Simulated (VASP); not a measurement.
A run of VASP 6.6.1:

The input INCAR:

```
PREC = Accurate
ENCUT = 520
EDIFF = 1E-6
ISMEAR = 0
SIGMA = 0.01
LREAL = F
LASPH = T
NELM = 80
ALGO = Normal
ISIF = 2
LWAVE = F
LCHARG = T
GGA = PS
LELF = T
LVHAR = T
NBANDS = 26
```

The input KPOINTS:

```
Automatic mesh
0
Gamma
  8 8 4
```

File POSCAR:

```
GaN
1.0
    3.1717448337      0.0000000000      0.0000000000
   -1.5858724169      2.7468116003      0.0000000000
    0.0000000000      0.0000000000      5.1677780790
Ga N
2 2
Direct
    0.3333333333      0.6666666667     -0.0007981541
    0.6666666667      0.3333333333      0.4992018459
    0.3333333333      0.6666666667      0.3757981541
    0.6666666667      0.3333333333      0.8757981541
```

Potentials or basis: VASP PAW PBE potentials, release 64 (Ga_d, N).

The run is started by

```sh
$ cat potpaw_PBE.64/Ga_d/POTCAR potpaw_PBE.64/N/POTCAR > POTCAR
$ mpirun -np 1 vasp_std > vasp.out
```

Hardware: 1 thread of Intel(R) Xeon(R) Platinum 8488C (Sapphire Rapids), on a shared host.

Q: Estimate the wall time of this run.

A: Run time: 40 s on 1 thread of Intel(R) Xeon(R) Platinum 8488C (Sapphire Rapids) (shared host), peak memory 0.17 GiB. Counts: scf iterations 15, k points 30.
